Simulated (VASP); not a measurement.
Wanted: the native input for a VASP 6.6.1 run.

* Task: single point
* Functional: PBE
* Potentials or basis: VASP PAW PBE potentials, release 64 (Zn, O, C, F)
* Cutoff: 520 eV
* k mesh: 2 × 2 × 1
* Occupations: gaussian, width 0.02 eV
* Spin: no spin polarisation
* Dipole correction: no
* Further INCAR settings: LREAL = Auto; ALGO = Normal; EDIFF = 1e-07; NBANDS = 76

The structure of Zn6CO6F2 lies in POSCAR:

```
Zn6CO6F2
1.0
    5.8041020000      0.0000000000      0.0000000000
   -2.9020510000      5.4880210000      0.0000000000
    0.0000000000      0.0000000000     17.5870760000
Zn O C F
6 6 1 2
Direct
    0.3333333908      0.0000000000      0.0568599351
    0.3411622036      0.4831149516      0.1083876592
    0.9000342369      0.0489210956      0.1333418926
    0.8603633242      0.5301045677      0.1246196923
    0.3628789230      0.0845782113      0.2093681747
    0.5772247881      0.6694584441      0.2768558002
    0.1727948500      0.6638832104      0.0689007655
    0.1583370238      0.1828090672      0.0475030642
    0.6780327241      0.7026179382      0.1612142917
    0.6401699374      0.1748293237      0.1336002642
    0.1446350649      0.7357143859      0.2389728116
    0.1916491480      0.2714760020      0.2055794835
    0.2166219228      0.6182006228      0.2818525376
   -0.1565922134      0.7887903490      0.3431684153
    0.0234176403      0.4445877667      0.3214279054
```

One way to write it, as run:

INCAR

```
ALGO = Normal ; EDIFF = 1E-7
ENCUT = 520 ; GGA = PE
ISIF = 2 ; ISMEAR = 0
LASPH = T ; LCHARG = F
LREAL = Auto ; LWAVE = F
NBANDS = 76 ; NELM = 80
PREC = Accurate ; SIGMA = 0.02
```

KPOINTS

```
k-points
0
Gamma
  2 2 1
```

Potentials or basis: VASP PAW PBE potentials, release 64 (Zn, O, C, F).

Command:

```console
$ cat potpaw_PBE.64/Zn/POTCAR potpaw_PBE.64/O/POTCAR potpaw_PBE.64/C/POTCAR potpaw_PBE.64/F/POTCAR > POTCAR
$ mpirun -np 1 vasp_std > vasp.out
```

Results of the run:

```json
{"Largest force": "0.438 eV/Å", "Band gap on the k mesh": "1.52 eV"}
```

Caveat: the k points lie up to 0.61 Å⁻¹ apart.

It took 6 min on 1 thread of AMD EPYC 9R45 96-Core Processor (Zen 5), with other jobs on the host, peak memory 0.69 GiB.
